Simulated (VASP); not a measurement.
# In (Im-3m) in VASP: notebook

In is run at these levels: PBE0, PBEsol, PBE, PBE+D3(BJ); tasks: single point.

Everything below comes from runs of VASP 6.6.1. Logs are shortened: lines on timing, memory, paths and dates and some standing lists are left out, and cuts for length are marked.

### 1 The cell of the first run

It takes space group Im-3m (No. 229, cubic). Conventional cell: a = 3.740 Å, b = 3.740 Å, c = 3.740 Å, α = 90.00°, β = 90.00°, γ = 90.00°. In (site symmetry m-3m) has 14 In at 3.24 to 3.74 Å within 4.3 Å.

### 2 Single point, PBE0

POSCAR reads:

```
In
1.0
   -1.8698904617      1.8698904617      1.8698904617
    1.8698904617     -1.8698904617      1.8698904617
    1.8698904617      1.8698904617     -1.8698904617
In
1
Direct
    0.0000000000      0.0000000000      0.0000000000
```

INCAR.step1 reads:

```
PREC     = Accurate       # precision mode
ENCUT    = 520            # plane-wave cutoff, eV
EDIFF    = 1E-5           # SCF threshold, eV
ISMEAR   = -1             # smearing method
SIGMA    = 0.05           # smearing width, eV
LREAL    = False          # projectors in reciprocal space
LASPH    = True           # aspherical terms in the spheres
NELM     = 80             # most SCF steps
ALGO     = Normal         # electronic algorithm
ISIF     = 2              # what is computed and relaxed
LWAVE    = True           # write WAVECAR
LCHARG   = False          # write CHGCAR
NBANDS   = 12             # bands
GGA      = PE             # functional
```

INCAR.step2 reads:

```
PREC     = Accurate       # precision mode
ENCUT    = 520            # plane-wave cutoff, eV
EDIFF    = 1E-6           # SCF threshold, eV
ISMEAR   = -1             # smearing method
SIGMA    = 0.05           # smearing width, eV
LREAL    = False          # projectors in reciprocal space
LASPH    = True           # aspherical terms in the spheres
NELM     = 80             # most SCF steps
ALGO     = Normal         # electronic algorithm
ISIF     = 2              # what is computed and relaxed
LWAVE    = False          # write WAVECAR
LCHARG   = False          # write CHGCAR
GGA      = PE             # functional
LHFCALC  = True           # exact exchange
AEXX     = 0.25           # exact-exchange fraction
PRECFOCK = Normal       
NBANDS   = 12             # bands
ISTART   = 1
```

KPOINTS reads:

```
regular mesh
0
Gamma
  6 6 6
```

Potentials or basis: VASP PAW PBE potentials, release 64 (In_d).

Started as:

```sh
$ cat potpaw_PBE.64/In_d/POTCAR > POTCAR
$ cp INCAR.step1 INCAR
$ mpirun -np 1 vasp_std > vasp.out
$ cp INCAR.step2 INCAR
$ mpirun -np 1 vasp_std > vasp.out
```

OUTCAR:

```text
PREC = Accurate
   ENCUT = 520
   EDIFF = 1E-6
   ISMEAR = -1
   LREAL = False
   LASPH = True
   NELM = 80
   ISIF = 2
   GGA = PE
   LHFCALC = True
   AEXX = 0.25
   PRECFOCK = Normal
   ISTART = 1

 ion  position               nearest neighbor table
   1  0.000  0.000  0.000-

  LATTYP: Found a body centered cubic cell.
 ALAT       =     3.7397809234

  Lattice vectors:

 A1 = (  -1.8698904617,   1.8698904617,   1.8698904617)
 A2 = (   1.8698904617,  -1.8698904617,   1.8698904617)
 A3 = (   1.8698904617,   1.8698904617,  -1.8698904617)

Analysis of symmetry for initial positions (statically):
=====================================================================
 Subroutine PRICEL returns:
 Original cell was already a primitive cell.

 Routine SETGRP: Setting up the symmetry group for a
 body centered cubic supercell.

 Subroutine GETGRP returns: Found 48 space group operations
 (whereof 48 operations were pure point group operations)
 out of a pool of 48 trial point group operations.

The static configuration has the point symmetry O_h .

Analysis of symmetry for dynamics (positions and initial velocities):
=====================================================================
 Subroutine PRICEL returns:
 Original cell was already a primitive cell.

 Routine SETGRP: Setting up the symmetry group for a
 body centered cubic supercell.

 Subroutine GETGRP returns: Found 48 space group operations
 (whereof 48 operations were pure point group operations)
 out of a pool of 48 trial point group operations.

The dynamic configuration has the point symmetry O_h .

 Subroutine INISYM returns: Found 48 space group operations
 (whereof 48 operations are pure point group operations),
 and found     1 'primitive' translations

----------------------------------------------------------------------------------------

                                     Primitive cell

  volume of cell :      26.1522

  direct lattice vectors                    reciprocal lattice vectors
    -1.869890462  1.869890462  1.869890462     0.000000000  0.267395342  0.267395342
     1.869890462 -1.869890462  1.869890462     0.267395342  0.000000000  0.267395342
     1.869890462  1.869890462 -1.869890462     0.267395342  0.267395342  0.000000000
[... 83 lines left out ...]
   PSTRESS=    0.0 pullay stress
   NELECT =      13.0000    total number of electrons
   NUPDOWN=      -1.0000    fix difference up-down
   EMIN   =  10.00;   EMAX   =-10.00  energy-range for DOS
   EFERMI =   0.00;   METHOD = LEGACY
   ISMEAR =    -1;   SIGMA  =   0.05  broadening in eV -4-tet -1-fermi 0-gaus
   EFERMI_NEDOS =   21; number of points for ismear=-14 and -15
   IALGO  =     38    algorithm
   IMIX   =      1    mixing-type and parameters
     AMIX     =   0.40;   BMIX     =  1.00
     AMIX_MAG =   1.60;   BMIX_MAG =  1.00
  volume/ion in A,a.u.               =      26.15       176.48
  Fermi-wavevector in a.u.,A,eV,Ry     =   1.296840  2.450673 22.882202  1.681794
  Thomas-Fermi vector in A             =   2.428271
   LORBIT       =      0    0 simple, 1 ext, 2 COOP (PROOUT), +10 PAW based schemes
   GGA     = PE    functional components
   LHFCALC =     T    Hartree Fock is set to
   PRECFOCK=normal    Normal, Fast or Accurate (Low or Medium for compatibility)
   ENCUT4O =  -1.0   cutoff for four orbital integrals eV
   NKREDX  =     1    reduce k-point grid by
   NKREDY  =     1    reduce k-point grid by
   NKREDZ  =     1    reduce k-point grid by
   AEXX    =    0.2500 exact exchange contribution
   HFSCREEN=    0.0000 screening length (either q_TF or 0.3 A-1)
   HFSCREENC=   0.0000 screening length for correlation (either q_TF or 0.3 A-1)
   ENCUTFOCK=  -1.0 apply spherical cutoff to Coloumb kernel
   IVDW    =     0    specifies the selected vdW correction
   LEPSILON=     F    determine dielectric tensor
   LRPA    =     F    only Hartree local field effects (RPA)
 non-spin polarized calculation
  energy-cutoff  :      520.00
  volume of cell :       26.15
 maximum number of plane-waves:       715
  NGX = 20; NGY = 20; NGZ = 20

 number of electron      12.9999993 magnetization

 Free energy of the ion-electron system (eV)
  ---------------------------------------------------
  ext. energy  EPLUGINS =         0.00000000
  ---------------------------------------------------
  free energy    TOTEN  =        -3.22473153 eV

  energy without entropy =       -3.22054520  energy(sigma->0) =       -3.22263836

 E-fermi :   7.5778     XC(G=0):  -8.0993

 val. band max:        6.6037625119   @ k =   0.5000   0.5000   0.3333
 cond. band min:       7.6750931467   @ k =  -0.3333   0.5000   0.1667
 fundamental gap:      1.0713306347
 Fermi energy:         7.5777976398

 k-point     1 :       0.0000    0.0000    0.0000
  band No.  band energies     occupation
      1      -9.6879      2.00000
      2      -9.6879      2.00000
      3      -9.6879      2.00000
      4      -9.4014      2.00000
      5      -9.4014      2.00000
      6      -3.7725      2.00000
      7      20.0567      0.00000
      8      20.0567      0.00000
      9      20.0567      0.00000
     10      21.6541      0.00000
     11      21.6541      0.00000
     12      21.6541      0.00000
[... 211 lines left out ...]
 k-point    16 :       0.5000    0.5000    0.5000
  band No.  band energies     occupation
      1      -9.8001      2.00000
      2      -9.8001      2.00000
      3      -9.2665      2.00000
      4      -9.2665      2.00000
      5      -9.2665      2.00000
      6       9.2146      0.00000
      7       9.2146      0.00000
      8       9.2146      0.00000
      9       9.2159      0.00000
     10      13.4069      0.00000
     11      13.4069      0.00000
     12      28.6757      0.00000

------------------------ aborting loop because EDIFF is reached ----------------------------------------

  FORCE on cell =-STRESS in cart. coord.  units (eV):
  Direction    XX          YY          ZZ          XY          YZ          ZX
  --------------------------------------------------------------------------------------
  -------------------------------------------------------------------------------------
  Total        0.0079686      0.0079686      0.0079686      0.0000000      0.0000000     -0.0000000
  in kB        0.4881846      0.4881846      0.4881846      0.0000000      0.0000000     -0.0000000
  external PRESSURE =       0.4881846 kB  Pullay stress =       0.0000000 kB

 VOLUME and BASIS-vectors are now :
 -----------------------------------------------------------------------------
  energy-cutoff  :      520.00
  volume of cell :       26.15
      direct lattice vectors                 reciprocal lattice vectors
    -1.869890462  1.869890462  1.869890462     0.000000000  0.267395342  0.267395342
     1.869890462 -1.869890462  1.869890462     0.267395342  0.000000000  0.267395342
     1.869890462  1.869890462 -1.869890462     0.267395342  0.267395342  0.000000000

 POSITION                                       TOTAL-FORCE (eV/Angst)
 -----------------------------------------------------------------------------------
      0.00000      0.00000      0.00000         0.000000      0.000000      0.000000
 -----------------------------------------------------------------------------------
    total drift:                                0.000000     -0.000000     -0.000000

  FREE ENERGIE OF THE ION-ELECTRON SYSTEM (eV)
  ---------------------------------------------------
  free  energy   TOTEN  =        -3.2247315316 eV

  energy  without entropy=       -3.2205451961  energy(sigma->0) =       -3.22263836
```

Wall time 14 min (1 thread of Intel Xeon Platinum 8259CL at 2.50GHz (Skylake/Cascade Lake), shared host); peak memory 0.16 GiB.

What came out:

```
Free energy : -3.2247 eV
Pressure    : 0.0 GPa
```

Caveat: the k points lie up to 0.40 Å⁻¹ apart; the PAW data sets were made with another functional, which shifts forces and pressure a little; spin-orbit coupling is left out, which moves the levels of the heavy elements.

### 3 Single point, PBEsol, non-collinear spin, zero start, spin-orbit coupling

This run uses another cell than the first one, of 26.69 Å³/atom, 1.020 times its volume.

INCAR reads:

```
  PREC = Accurate
  ENCUT = 520
  EDIFF = 1E-6
  ISMEAR = -1
  SIGMA = 0.05
  LREAL = F
  LASPH = T
  NELM = 150
  ALGO = Normal
  ISIF = 2
  LWAVE = F
  LCHARG = F
  MAGMOM = 0 0 0
  LORBIT = 11
  LSORBIT = T
  GGA_COMPAT = F
  LORBMOM = T
  GGA = PS
  NBANDS = 24
```

KPOINTS reads:

```
Automatic mesh
0
Gamma
  10 10 10
```

POSCAR reads:

```
In
1.0
   -1.8825252400      1.8825252400      1.8825252400
    1.8825252400     -1.8825252400      1.8825252400
    1.8825252400      1.8825252400     -1.8825252400
In
1
Direct
    0.0000000000      0.0000000000      0.0000000000
```

Potentials or basis: VASP PAW PBE potentials, release 64 (In_d).

Started as:

```sh
$ cat potpaw_PBE.64/In_d/POTCAR > POTCAR
$ mpirun -np 1 vasp_ncl > vasp.out
```

OUTCAR:

```text
PREC = Accurate
   ENCUT = 520
   EDIFF = 1E-6
   ISMEAR = -1
   LREAL = F
   LASPH = T
   NELM = 150
   ISIF = 2
   LORBIT = 11
   LSORBIT = T
   GGA = PS

 ion  position               nearest neighbor table
   1  0.000  0.000  0.000-

  LATTYP: Found a body centered cubic cell.
 ALAT       =     3.7650504800

  Lattice vectors:

 A1 = (  -1.8825252400,   1.8825252400,   1.8825252400)
 A2 = (   1.8825252400,  -1.8825252400,   1.8825252400)
 A3 = (   1.8825252400,   1.8825252400,  -1.8825252400)

Analysis of symmetry for initial positions (statically):
=====================================================================
 Subroutine PRICEL returns:
 Original cell was already a primitive cell.

[... 892 lines left out ...]
 ----------------------------------------
            0.000  -0.000  -0.000

 Spin-Orbit-Coupling matrix elements

 Ion:    1  E_soc:     -0.0690869
 l=   1
     0.0000000    -0.0051359    -0.0051359
    -0.0051359     0.0000000    -0.0051359
    -0.0051359    -0.0051359     0.0000000
 l=   2
     0.0000000    -0.0012635     0.0000000    -0.0012635    -0.0051151
    -0.0012635     0.0000000    -0.0038363    -0.0012635    -0.0012788
     0.0000000    -0.0038363     0.0000000    -0.0038363     0.0000000
    -0.0012635    -0.0012635    -0.0038363     0.0000000    -0.0012788
    -0.0051151    -0.0012788     0.0000000    -0.0012788     0.0000000
 l=   3
     0.0000000     0.0000000     0.0000000     0.0000000     0.0000000     0.0000000     0.0000000
     0.0000000     0.0000000     0.0000000     0.0000000     0.0000000     0.0000000     0.0000000
     0.0000000     0.0000000     0.0000000     0.0000000     0.0000000     0.0000000     0.0000000
     0.0000000     0.0000000     0.0000000     0.0000000     0.0000000     0.0000000     0.0000000
     0.0000000     0.0000000     0.0000000     0.0000000     0.0000000     0.0000000     0.0000000
     0.0000000     0.0000000     0.0000000     0.0000000     0.0000000     0.0000000     0.0000000
     0.0000000     0.0000000     0.0000000     0.0000000     0.0000000     0.0000000     0.0000000

 total charge

# of ion       s       p       d       tot
------------------------------------------
    1        1.005   0.477   9.848  11.331

 magnetization (x)

# of ion       s       p       d       tot
------------------------------------------
    1       -0.000  -0.000  -0.000  -0.000

 magnetization (y)

# of ion       s       p       d       tot
------------------------------------------
    1       -0.000   0.000  -0.000  -0.000

 magnetization (z)

# of ion       s       p       d       tot
------------------------------------------
    1       -0.000   0.000  -0.000  -0.000
```

OSZICAR:

```text
N       E                     dE             d eps       ncg     rms          rms(c)
DAV:   1     0.112876391757E+03    0.11288E+03   -0.60479E+03  2296   0.148E+03
DAV:   2     0.732918231735E+01   -0.10555E+03   -0.10180E+03  2344   0.355E+02
DAV:   3    -0.270682561606E+01   -0.10036E+02   -0.99698E+01  2768   0.113E+02
DAV:   4    -0.303053354740E+01   -0.32371E+00   -0.32355E+00  2808   0.214E+01
DAV:   5    -0.304898345915E+01   -0.18450E-01   -0.18448E-01  3344   0.422E+00    0.219E+00
DAV:   6    -0.301488429361E+01    0.34099E-01   -0.50289E-02  2936   0.484E+00    0.104E+00
DAV:   7    -0.300869133631E+01    0.61930E-02   -0.12951E-02  3192   0.211E+00    0.382E-01
DAV:   8    -0.300825899512E+01    0.43234E-03   -0.60242E-04  2680   0.326E-01    0.194E-01
DAV:   9    -0.300808354785E+01    0.17545E-03   -0.17130E-04  3072   0.232E-01    0.976E-03
DAV:  10    -0.300808478984E+01   -0.12420E-05   -0.45575E-06  3256   0.332E-02    0.706E-03
DAV:  11    -0.300808537478E+01   -0.58494E-06   -0.49050E-07  1824   0.775E-03
   1 F= -.30080854E+01 E0= -.30053436E+01  d E =-.548357E-02  mag=     0.0000    -0.0000     0.0000
```

stdout:

```text
POSCAR found type information on POSCAR In
 POSCAR found :  1 types and       1 ions
 scaLAPACK will be used
 -----------------------------------------------------------------------------
|                                                                             |
|                                                                             |
|     You enforced a specific xc type in the INCAR file but a different       |
|     I HOPE YOU KNOW WHAT YOU ARE DOING!                                     |
|                                                                             |
 -----------------------------------------------------------------------------

 LDA part: xc-table for (Slater+PW92), standard interpolation
 POSCAR, INCAR and KPOINTS ok, starting setup
 FFT: planning ... GRIDC
 FFT: planning ... GRID_SOFT
 FFT: planning ... GRID
 WAVECAR not read
 entering main loop
```

Run time: 40 s. Hardware: 1 thread of Intel Xeon Platinum 8259CL at 2.50GHz (Skylake/Cascade Lake), shared host; peak memory 0.21 GiB.

What came out:

```
Free energy                                           : -3.0081 eV
Pressure                                              : -1.4 GPa
Net moment                                            : 0.00 μB per cell
Valence electrons inside the program's atomic spheres : In 11.33
```

Moments on the atoms (μB; x, y, z):
```
In  0.00 0.00 0.00
```

Caveat: the PAW data sets were made with another functional, which shifts forces and pressure a little.

### 4 Single point, PBE

This run uses another cell than the first one, of 26.69 Å³/atom, 1.020 times its volume.

INCAR reads:

```
SYSTEM = In
PREC = Accurate ; ENCUT = 520
EDIFF = 1E-6 ; ISMEAR = 0
SIGMA = 0.026000000000000002 ; LREAL = .False.
LASPH = .True. ; NELM = 80
ALGO = Normal ; ISIF = 2
LWAVE = .False. ; LCHARG = .False.
GGA = PE ; NBANDS = 12
```

KPOINTS reads:

```
Automatic mesh
0
Gamma
  10 10 10
  0 0 0
```

POSCAR is that of step 3.

Started as:

```sh
$ cat potpaw_PBE.64/In_d/POTCAR > POTCAR
$ mpirun -np 1 vasp_std > vasp.out
```

It took 6.6 s on 1 thread of Intel Xeon 8259CL, shared host; peak memory 0.14 GiB.

Results (log left out):

```
Free energy : -2.5478 eV
Pressure    : 1.5 GPa
```

Levels at points of the mesh, in eV from the Fermi level:
```tsv
k point	band 3	band 4	band 5	band 6	band 7	band 8	band 9	band 10
(0.00, 0.00, 0.00)	-14.62	-14.35	-14.35	-9.36	10.94	10.94	10.94	12.99
(0.50, 0.00, 0.00)	-14.37	-14.36	-14.19	-3.87	-3.06	5.88	7.31	10.05
(0.50, 0.50, 0.50)	-14.23	-14.23	-14.23	0.94	1.31	1.31	1.31	5.29
```

Caveat: spin-orbit coupling is left out, which moves the levels of the heavy elements.

### 5 Single point, PBE+D3(BJ)

This run uses another cell than the first one, of 26.32 Å³/atom, 1.006 times its volume.

INCAR reads:

```
SYSTEM = In
PREC = Accurate
ENCUT = 520
EDIFF = 1E-6
ISMEAR = -1
SIGMA = 0.05
LREAL = .False.
LASPH = .True.
NELM = 100
ALGO = Normal
ISIF = 2
LWAVE = .False.
LCHARG = .False.
GGA = PE
IVDW = 12
NBANDS = 12
```

KPOINTS reads:

```
regular mesh
0
Gamma
  10 10 10
  0 0 0
```

POSCAR reads:

```
In
1.0
   -1.8737798611      1.8737798611      1.8737798611
    1.8737798611     -1.8737798611      1.8737798611
    1.8737798611      1.8737798611     -1.8737798611
In
1
Direct
    0.0000000000      0.0000000000      0.0000000000
```

Started as:

```sh
$ cat potpaw_PBE.64/In_d/POTCAR > POTCAR
$ mpirun -np 1 vasp_std > vasp.out
```

Run time: 6.7 s. Hardware: 1 thread of Intel Xeon 8259CL, shared host; peak memory 0.15 GiB.

It converged, with:

```yaml
Free_energy: -2.8834 eV
Pressure: 0.0 GPa
Dispersion_energy_per_atom: -0.336 eV
```

Levels at points of the mesh, in eV from the Fermi level:
| k point | band 4 | band 5 | band 6 | band 7 | band 8 | band 9 |
| --- | --- | --- | --- | --- | --- | --- |
| (0.00, 0.00, 0.00) | -14.34 | -14.34 | -9.44 | 11.11 | 11.11 | 11.11 |
| (0.50, 0.00, 0.00) | -14.35 | -14.17 | -3.86 | -3.10 | 5.96 | 7.38 |
| (0.50, 0.50, 0.50) | -14.21 | -14.21 | 1.06 | 1.33 | 1.33 | 1.33 |

Caveat: spin-orbit coupling is left out, which moves the levels of the heavy elements; pairwise dispersion overbinds metals, which lowers pressure and volume.

### 6 Overview

| level | spin | cell | k mesh | smearing | grid for exact exchange (PRECFOCK) | gap on the mesh (eV) | pressure (GPa) |
| --- | --- | --- | --- | --- | --- | --- | --- |
| PBE0 | off | a = 3.239 Å, angles 109.5°, 1 atom | 6 × 6 × 6 | fermi-dirac 0.05 eV | Normal | none | 0.0 |
| PBEsol | non-collinear, zero start, SOC | a = 3.261 Å, angles 109.5°, 1 atom | 10 × 10 × 10 | fermi-dirac 0.05 eV | - | - | -1.4 |
| PBE | off | a = 3.261 Å, angles 109.5°, 1 atom | 10 × 10 × 10 | gaussian 0.026 eV | - | none | 1.5 |
| PBE+D3(BJ) | off | a = 3.245 Å, angles 109.5°, 1 atom | 10 × 10 × 10 | fermi-dirac 0.05 eV | - | none | 0.0 |

Alike in all rows: task single point; potentials or basis VASP PAW PBE potentials, release 64 (In_d); cutoff (eV) 520.

Caveats: some runs use coarse meshes; spin-orbit coupling is left out, which moves the levels of the heavy elements (some runs); the PAW data sets were made with another functional, which shifts forces and pressure a little (some runs); pairwise dispersion overbinds metals, which lowers pressure and volume (some runs).

Absolute energies hang on the potentials; compare differences alone.
